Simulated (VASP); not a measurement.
# BeZn2O3 (P4mm) in VASP: a series of runs

The runs below take BeZn2O3 through single point, relaxation of cell and atoms, with PBE.

All numbers are computed with VASP 6.6.1; they aren't measurements. Logs are shortened: lines on timing, memory, paths and dates and some standing lists are left out, and cuts for length are marked.

### 1 The cell of the first run

Symmetry: P4mm, No. 99, tetragonal system. Conventional cell: a = 3.752 Å, b = 3.752 Å, c = 5.461 Å, α = 90.00°, β = 90.00°, γ = 90.00°. Be (site symmetry 4mm) has 1 O at 1.43 Å within 1.9 Å. Zn (site symmetry 4mm) has 4 O at 1.98 Å within 2.6 Å. Within 2.4 Å of Zn (site symmetry 4mm) lie 5 O at 1.79 to 2.30 Å and 1 Be at 2.24 Å. O (site symmetry 2mm) has 4 Zn at 1.98 to 2.30 Å and 2 Be at 2.08 Å within 2.6 Å. O (site symmetry 4mm) has 1 Be at 1.43 Å and 1 Zn at 1.79 Å within 1.9 Å.

### 2 Single point, PBE

Contents of INCAR:

```
SYSTEM = BeZn2O3
PREC = Accurate ; ENCUT = 600
EDIFF = 1E-6 ; ISMEAR = 0
SIGMA = 0.15 ; LREAL = .False.
LASPH = .True. ; NELM = 120
ALGO = Normal ; ISIF = 2
LWAVE = .False. ; LCHARG = .False.
GGA = PE ; NBANDS = 31
GGA_COMPAT = .False.
```

Contents of KPOINTS:

```
Automatic mesh
0
Gamma
  3 3 2
  0 0 0
```

Contents of POSCAR:

```
BeZn2O3
1.0
    3.7516583078      0.0000000000      0.0000000000
    0.0000000000      3.7516583078      0.0000000000
    0.0000000000      0.0000000000      5.4607658116
Be Zn O
1 2 3
Direct
    0.5000000000      0.5000000000      0.2299984614
    0.0000000000      0.0000000000      0.1786468694
    0.5000000000      0.5000000000      0.8205104040
    0.5000000000      0.0000000000      0.0647171206
    0.0000000000      0.5000000000      0.0647171206
    0.5000000000      0.5000000000      0.4925703540
```

Potentials or basis: VASP PAW PBE potentials, release 64 (Be, Zn, O).

Launch:

```
$ cat potpaw_PBE.64/Be/POTCAR potpaw_PBE.64/Zn/POTCAR potpaw_PBE.64/O/POTCAR > POTCAR
$ mpirun -np 1 vasp_std > vasp.out
```

OUTCAR:

```text
SYSTEM = BeZn2O3
   PREC = Accurate
   ENCUT = 600
   EDIFF = 1E-6
   ISMEAR = 0
   LREAL = .False.
   LASPH = .True.
   NELM = 120
   ISIF = 2
   GGA = PE

 ion  position               nearest neighbor table
   1  0.500  0.500  0.230-   6 1.43   5 2.08   4 2.08   4 2.08   5 2.08   3 2.24   2 2.67   2 2.67
                             2 2.67   2 2.67
   2  0.000  0.000  0.179-   4 1.98   5 1.98   5 1.98   4 1.98   1 2.67   1 2.67   1 2.67   1 2.67

   3  0.500  0.500  0.821-   6 1.79   1 2.24   5 2.30   4 2.30   4 2.30   5 2.30
   4  0.500  0.000  0.065-   2 1.98   2 1.98   1 2.08   1 2.08   3 2.30   3 2.30
   5  0.000  0.500  0.065-   2 1.98   2 1.98   1 2.08   1 2.08   3 2.30   3 2.30
   6  0.500  0.500  0.493-   1 1.43   3 1.79

  LATTYP: Found a simple tetragonal cell.
 ALAT       =     3.7516583078
 C/A-ratio  =     1.4555605451

  Lattice vectors:

 A1 = (   3.7516583078,   0.0000000000,   0.0000000000)
 A2 = (   0.0000000000,   3.7516583078,   0.0000000000)
 A3 = (   0.0000000000,   0.0000000000,   5.4607658116)

Analysis of symmetry for initial positions (statically):
=====================================================================
 Subroutine PRICEL returns:
 Original cell was already a primitive cell.

 Routine SETGRP: Setting up the symmetry group for a
 simple tetragonal supercell.

 Subroutine GETGRP returns: Found  8 space group operations
 (whereof  8 operations were pure point group operations)
 out of a pool of 16 trial point group operations.

The static configuration has the point symmetry C_4v.

Analysis of symmetry for dynamics (positions and initial velocities):
=====================================================================
 Subroutine PRICEL returns:
 Original cell was already a primitive cell.

 Routine SETGRP: Setting up the symmetry group for a
 simple tetragonal supercell.

 Subroutine GETGRP returns: Found  8 space group operations
 (whereof  8 operations were pure point group operations)
 out of a pool of 16 trial point group operations.

The dynamic configuration has the point symmetry C_4v.

 Subroutine INISYM returns: Found  8 space group operations
 (whereof  8 operations are pure point group operations),
 and found     1 'primitive' translations

----------------------------------------------------------------------------------------

                                     Primitive cell

  volume of cell :      76.8600

  direct lattice vectors                    reciprocal lattice vectors
     3.751658308  0.000000000  0.000000000     0.266548795  0.000000000  0.000000000
     0.000000000  3.751658308  0.000000000     0.000000000  0.266548795  0.000000000
     0.000000000  0.000000000  5.460765812     0.000000000  0.000000000  0.183124498

  length of vectors
     3.751658308  3.751658308  5.460765812     0.266548795  0.266548795  0.183124498

  position of ions in fractional coordinates (direct lattice)
     0.500000000  0.500000000  0.229998461
     0.000000000  0.000000000  0.178646869
     0.500000000  0.500000000  0.820510404
     0.500000000  0.000000000  0.064717121
     0.000000000  0.500000000  0.064717121
     0.500000000  0.500000000  0.492570354

  ion indices of the primitive-cell ions
   primitive index   ion index
                 1           1
                 2           2
                 3           3
                 4           4
                 5           5
                 6           6

----------------------------------------------------------------------------------------

 KPOINTS: Automatic mesh

Automatic generation of k-mesh.
 Grid dimensions read from file:
 generate k-points for:    3    3    2

 Generating k-lattice:

  Cartesian coordinates                     Fractional coordinates (reciprocal lattice)
     0.088849598  0.000000000  0.000000000     0.333333333  0.000000000  0.000000000
     0.000000000  0.088849598  0.000000000     0.000000000  0.333333333  0.000000000
     0.000000000  0.000000000  0.091562249     0.000000000  0.000000000  0.500000000

  Length of vectors
     0.088849598  0.088849598  0.091562249

  Shift w.r.t. Gamma in fractional coordinates (k-lattice)
     0.000000000  0.000000000  0.000000000

 Subroutine IBZKPT returns following result:
 ===========================================

 Found      6 irreducible k-points:

 Following reciprocal coordinates:
            Coordinates               Weight
  0.000000  0.000000  0.000000      1.000000
  0.333333  0.000000  0.000000      4.000000
  0.333333  0.333333  0.000000      4.000000
  0.000000  0.000000  0.500000      1.000000
  0.333333  0.000000  0.500000      4.000000
  0.333333  0.333333  0.500000      4.000000
   k-points           NKPTS =      6   k-points in BZ     NKDIM =      6   number of bands    NBANDS=     31
   number of dos      NEDOS =    301   number of ions     NIONS =      6
   total plane-waves  NPLWV =  43200
   dimension x,y,z NGX =    30 NGY =   30 NGZ =   48
   dimension x,y,z NGXF=    60 NGYF=   60 NGZF=   96
   ions per type =               1   2   3
   NGX,Y,Z   is equivalent  to a cutoff of  13.29, 13.29, 14.61 a.u.
   NGXF,Y,Z  is equivalent  to a cutoff of  26.59, 26.59, 29.23 a.u.
 SYSTEM =  BeZn2O3
   PREC   = accura    normal or accurate (medium, high low for compatibility)
   ISTART =      0    job   : 0-new  1-cont  2-samecut
   ICHARG =      2    charge: 1-file 2-atom 10-const
   ISPIN  =      1    spin polarized calculation?
   LNONCOLLINEAR =      F non collinear calculations
   LSORBIT =      F    spin-orbit coupling
   LASPH  =      T    aspherical Exc in radial PAW
   ENCUT  =  600.0 eV  44.10 Ry    6.64 a.u.   7.49  7.49 10.91*2*pi/ulx,y,z
   NELM   =    120;   NELMIN=  2; NELMDL= -5     # of ELM steps
   EDIFF  = 0.1E-05   stopping-criterion for ELM
   LREAL  =      F    real-space projection
   EDIFFG = 0.1E-04   stopping-criterion for IOM
   NSW    =      0    number of steps for IOM
   IBRION =     -1    ionic relax: 0-MD 1-quasi-New 2-CG
   NFREE  =      0    steps in history (QN), initial steepest desc. (CG)
   ISIF   =      2    stress and relaxation
   ISYM   =      2    0-nonsym 1-usesym 2-fastsym
   POTIM  = 0.5000    time-step for ionic-motion
   TEBEG  =    0.0;   TEEND  =   0.0 temperature during run
   PSTRESS=    0.0 pullay stress
   NELECT =      44.0000    total number of electrons
   NUPDOWN=      -1.0000    fix difference up-down
   EMIN   =  10.00;   EMAX   =-10.00  energy-range for DOS
   EFERMI =   0.00;   METHOD = LEGACY
   ISMEAR =     0;   SIGMA  =   0.15  broadening in eV -4-tet -1-fermi 0-gaus
   EFERMI_NEDOS =   21; number of points for ismear=-14 and -15
   IALGO  =     38    algorithm
   IMIX   =      4    mixing-type and parameters
     AMIX     =   0.40;   BMIX     =  1.00
     AMIX_MAG =   1.60;   BMIX_MAG =  1.00
  volume/ion in A,a.u.               =      12.81        86.45
  Fermi-wavevector in a.u.,A,eV,Ry     =   1.359332  2.568766 25.140638  1.847785
  Thomas-Fermi vector in A             =   2.486089
   LORBIT       =      0    0 simple, 1 ext, 2 COOP (PROOUT), +10 PAW based schemes
   GGA     = PE    functional components
   LHFCALC =     F    Hartree Fock is set to
   AEXX    =    0.0000 exact exchange contribution
   IVDW    =     0    specifies the selected vdW correction
   LEPSILON=     F    determine dielectric tensor
   LRPA    =     F    only Hartree local field effects (RPA)
 non-spin polarized calculation
 Gauss-broadening in eV      SIGMA  =   0.15
  energy-cutoff  :      600.00
  volume of cell :       76.86
 maximum number of plane-waves:      2622
 NGX is ok and might be reduce to    30
   NGX = 15   NGY = 15   NGZ = 21

 number of electron      44.0000026 magnetization

 Free energy of the ion-electron system (eV)
  ---------------------------------------------------
  ext. energy  EPLUGINS =         0.00000000
  ---------------------------------------------------
  free energy    TOTEN  =       -27.85597300 eV

  energy without entropy =      -27.85556427  energy(sigma->0) =      -27.85576864

 E-fermi :   1.1041     XC(G=0):  -9.6072

 val. band max:        0.7660635775   @ k =   0.3333   0.3333   0.5000
 cond. band min:       1.3739972418   @ k =   0.0000   0.0000   0.0000
 fundamental gap:      0.6079336643
 Fermi energy:         1.1041414403

 k-point     1 :       0.0000    0.0000    0.0000
  band No.  band energies     occupation
      1     -17.8804      2.00000
      2     -16.1239      2.00000
      3     -16.0245      2.00000
      4      -5.8567      2.00000
      5      -5.7465      2.00000
      6      -5.7465      2.00000
[... 23 lines left out ...]
     30      11.8263      0.00000
     31      12.0741      0.00000

 k-point     2 :       0.3333    0.0000    0.0000
  band No.  band energies     occupation
      1     -17.4111      2.00000
      2     -16.4732      2.00000
      3     -16.0830      2.00000
      4      -5.9266      2.00000
      5      -5.5901      2.00000
      6      -5.5742      2.00000
[... 23 lines left out ...]
     30      12.0788      0.00000
     31      12.0926      0.00000

 k-point     3 :       0.3333    0.3333    0.0000
  band No.  band energies     occupation
      1     -17.0821      2.00000
      2     -16.5824      2.00000
      3     -16.0898      2.00000
      4      -6.5517      2.00000
      5      -5.7552      2.00000
      6      -5.6557      2.00000
[... 23 lines left out ...]
     30      10.4645      0.00000
     31      11.6492      0.00000

 k-point     4 :       0.0000    0.0000    0.5000
  band No.  band energies     occupation
      1     -17.8465      2.00000
      2     -16.1871      2.00000
      3     -16.0240      2.00000
      4      -5.8987      2.00000
      5      -5.7920      2.00000
      6      -5.7920      2.00000
[... 23 lines left out ...]
     30      10.9435      0.00000
     31      12.6435      0.00000

 k-point     5 :       0.3333    0.0000    0.5000
  band No.  band energies     occupation
      1     -17.3823      2.00000
      2     -16.4567      2.00000
      3     -16.1472      2.00000
      4      -5.9589      2.00000
      5      -5.6699      2.00000
      6      -5.6619      2.00000
[... 23 lines left out ...]
     30      11.2494      0.00000
     31      12.6618      0.00000

 k-point     6 :       0.3333    0.3333    0.5000
  band No.  band energies     occupation
      1     -17.0628      2.00000
      2     -16.5817      2.00000
      3     -16.1170      2.00000
      4      -6.7984      2.00000
      5      -5.8413      2.00000
      6      -5.3928      2.00000
[... 23 lines left out ...]
     30      10.6583      0.00000
     31      12.5108      0.00000

------------------------ aborting loop because EDIFF is reached ----------------------------------------

  FORCE on cell =-STRESS in cart. coord.  units (eV):
  Direction    XX          YY          ZZ          XY          YZ          ZX
  --------------------------------------------------------------------------------------
  -------------------------------------------------------------------------------------
  Total        0.2247852      0.2247852      0.2707339      0.0000000      0.0000000      0.0000000
  in kB        4.6857409      4.6857409      5.6435603      0.0000000      0.0000000      0.0000000
  external PRESSURE =       5.0050140 kB  Pullay stress =       0.0000000 kB

 VOLUME and BASIS-vectors are now :
 -----------------------------------------------------------------------------
  energy-cutoff  :      600.00
  volume of cell :       76.86
      direct lattice vectors                 reciprocal lattice vectors
     3.751658308  0.000000000  0.000000000     0.266548795  0.000000000  0.000000000
     0.000000000  3.751658308  0.000000000     0.000000000  0.266548795  0.000000000
     0.000000000  0.000000000  5.460765812     0.000000000  0.000000000  0.183124498

 POSITION                                       TOTAL-FORCE (eV/Angst)
 -----------------------------------------------------------------------------------
      1.87583      1.87583      1.25597        -0.000000     -0.000000      0.052700
      0.00000      0.00000      0.97555        -0.000000     -0.000000      0.077425
      1.87583      1.87583      4.48062        -0.000000      0.000000      0.107685
      1.87583      0.00000      0.35341         0.000000     -0.000000     -0.018371
      0.00000      1.87583      0.35341        -0.000000     -0.000000     -0.018371
      1.87583      1.87583      2.68981        -0.000000     -0.000000     -0.201068
 -----------------------------------------------------------------------------------
    total drift:                                0.000000      0.000000      0.001280

  FREE ENERGIE OF THE ION-ELECTRON SYSTEM (eV)
  ---------------------------------------------------
  free  energy   TOTEN  =       -27.8559730019 eV

  energy  without entropy=      -27.8555642745  energy(sigma->0) =      -27.85576864
```

Run time: 24 s. Hardware: 1 thread of AMD EPYC 7R43 (Zen 3), shared host; peak memory 0.17 GiB.

What came out:

```yaml
Free_energy: -27.8560 eV
Pressure: 0.5 GPa
Largest_force: 0.201 eV/Å
Band_gap_on_the_k_mesh: 0.61 eV, indirect (least direct gap 1.34 eV)
```

Forces in eV/Å, atoms in the order of the input:
```
Be   0.000  0.000  0.053
Zn   0.000  0.000  0.077
Zn   0.000  0.000  0.108
O    0.000  0.000 -0.018
O    0.000  0.000 -0.018
O    0.000  0.000 -0.201
```

Caveat: the k points lie up to 0.58 Å⁻¹ apart. Expect the measured gap to be larger: semilocal functionals such as PBE lack the derivative discontinuity.

### 3 Relaxation of cell and atoms, PBE

This run uses another cell than the first one, of 11.58 Å³/atom, 0.904 times its volume.

Contents of INCAR:

```
SYSTEM = BeZn2O3
ALGO = Normal
EDIFF = 1E-7
EDIFFG = -0.08
ENCUT = 600
GGA = PE
GGA_COMPAT = .FALSE.
IBRION = 2
ISIF = 3
ISMEAR = 0
LASPH = .TRUE.
LCHARG = .FALSE.
LREAL = .FALSE.
LWAVE = .FALSE.
NELM = 120
NELMIN = 4
NSW = 36
PREC = Accurate
SIGMA = 0.15
```

Contents of KPOINTS:

```
k-points
0
G
  3 3 2
  0 0 0
```

Contents of POSCAR:

```
BeZn2O3
1.0
    3.6125418200      0.0000000000      0.0000000000
    0.0000000000      3.6125418200      0.0000000000
    0.0000000000      0.0000000000      5.3218485600
Be Zn O
1 2 3
Direct
    0.5000000000      0.5000000000      0.1042557500
    0.0000000000      0.0000000000      0.3795121800
    0.5000000000      0.5000000000      0.7795011000
    0.5000000000      0.0000000000      0.0600503600
    0.0000000000      0.5000000000      0.0600503600
    0.5000000000      0.5000000000      0.4677905800
```

Potentials or basis: VASP PAW PBE potentials, release 64 (Be, Zn, O).

Launch:

```
$ cat potpaw_PBE.64/Be/POTCAR potpaw_PBE.64/Zn/POTCAR potpaw_PBE.64/O/POTCAR > POTCAR
$ mpirun -np 1 vasp_std > vasp.out
```

Wall time 4.3 min (1 thread of Intel Xeon 6975P-C (Granite Rapids), shared host); peak memory 0.2 GiB.

The run converged. Its results:

* Free energy: -27.8455 eV
* Relaxed volume: 12.88 Å³/atom
* Relaxed cell: a = 3.756 Å, b = 3.756 Å, c = 5.475 Å, α = 90.00°, β = 90.00°, γ = 90.00°
* Space group after relaxing (to 0.05 Å): P4mm (No. 99)
* Energy gained by relaxing: 595.0 meV/atom
* Ionic steps: 35
* Pressure after relaxing: -0.1 GPa
* Largest force after relaxing: 0.036 eV/Å
* Band gap on the k mesh: 0.59 eV, indirect (least direct gap 1.31 eV)

Forces in eV/Å, atoms in the order of the input:
```
Be   0.000  0.000  0.007
Zn   0.000  0.000  0.013
Zn   0.000  0.000 -0.036
O    0.000  0.000  0.003
O    0.000  0.000  0.003
O    0.000  0.000  0.010
```

Stress tensor (GPa, compression positive):
```
 0.02  0.00  0.00
 0.00  0.02  0.00
 0.00  0.00 -0.38
```

The path:
| step | energy change (eV) | largest force (eV/Å) | pressure (GPa) | volume (Å³) |
| --- | --- | --- | --- | --- |
| 1 | 0.0000 | 8.3754 | 0.31 | 69.45 |
| 2 | -1.2856 | 5.4208 | -4.22 | 69.02 |
| 3 | -1.9864 | 2.1116 | -8.62 | 69.35 |
| 4 | -1.9873 | 2.1363 | -8.64 | 69.36 |
| 5 | -2.4050 | 2.0110 | 0.89 | 63.81 |
| 6 | -2.4406 | 1.8256 | 6.10 | 61.69 |
| 7 | -2.7279 | 1.2644 | 9.16 | 61.33 |
| 8 | -2.7567 | 2.0919 | 12.24 | 61.09 |
| 9 | -2.9660 | 2.3055 | 8.75 | 63.34 |
| 10 | -3.1818 | 2.6446 | 3.64 | 67.74 |
| 11 | -3.1771 | 3.5072 | -2.19 | 77.07 |
| 12 | -3.4793 | 1.5675 | -2.37 | 80.21 |
| 13 | -3.4814 | 1.7071 | -2.28 | 80.48 |
| 14 | -3.5500 | 0.4957 | -1.18 | 79.56 |
| 15 | -3.5500 | 0.5081 | -1.15 | 79.54 |
| 16 | -3.5585 | 0.1133 | -0.09 | 78.92 |
| 17 | -3.5586 | 0.1294 | 0.06 | 78.84 |
| 18 | -3.5614 | 0.1377 | 0.05 | 78.72 |
| 19 | -3.5620 | 0.1562 | 0.03 | 78.62 |
| 20 | -3.5629 | 0.1320 | -0.05 | 78.60 |
| 21 | -3.5644 | 0.0846 | -0.28 | 78.54 |
| 22 | -3.5655 | 0.1183 | -0.14 | 78.31 |
| 23 | -3.5658 | 0.2296 | 0.15 | 77.92 |
| 24 | -3.5659 | 0.1649 | 0.06 | 78.06 |
| 25 | -3.5663 | 0.1149 | 0.07 | 77.97 |
| 26 | -3.5669 | 0.1229 | 0.12 | 77.79 |
| 27 | -3.5664 | 0.1854 | 0.19 | 77.42 |
| 28 | -3.5669 | 0.1322 | 0.14 | 77.69 |
| 29 | -3.5673 | 0.1077 | 0.11 | 77.68 |
| 30 | -3.5682 | 0.1096 | 0.05 | 77.62 |
| 31 | -3.5689 | 0.2169 | -0.09 | 77.50 |
| 32 | -3.5693 | 0.1480 | -0.11 | 77.47 |
| 33 | -3.5698 | 0.1141 | -0.11 | 77.38 |
| 34 | -3.5699 | 0.0806 | -0.13 | 77.35 |
| 35 | -3.5701 | 0.0356 | -0.11 | 77.25 |

Final structure:
```cif
data_structure
_symmetry_space_group_name_H-M 'P 1'
_symmetry_Int_Tables_number 1
_cell_length_a 3.7565
_cell_length_b 3.7565
_cell_length_c 5.4746
_cell_angle_alpha 90.000
_cell_angle_beta 90.000
_cell_angle_gamma 90.000
_cell_volume 77.25
loop_
_atom_site_label
_atom_site_type_symbol
_atom_site_fract_x
_atom_site_fract_y
_atom_site_fract_z
_atom_site_occupancy
Be1 Be 0.50000 0.50000 0.22997 1
Zn1 Zn 0.00000 0.00000 0.17978 1
Zn2 Zn 0.50000 0.50000 0.82081 1
O1 O 0.50000 0.00000 0.06444 1
O2 O 0.00000 0.50000 0.06444 1
O3 O 0.50000 0.50000 0.49173 1
```

Levels at points of the mesh, in eV from the valence-band top:
| k point | band 20 | band 21 | band 22 | band 23 | band 24 | band 25 |
| --- | --- | --- | --- | --- | --- | --- |
| (0.00, 0.00, 0.00) | -1.02 | -0.72 | -0.72 | 0.59 | 3.42 | 6.53 |
| (0.00, 0.00, 0.50) | -1.15 | -1.15 | -1.03 | 1.51 | 3.33 | 5.10 |

Caveat: the k points lie up to 0.57 Å⁻¹ apart in the final cell; the relaxation stopped at a loose force limit of 0.08 eV/Å, so its end isn't a converged minimum. A k mesh can miss the band edges.
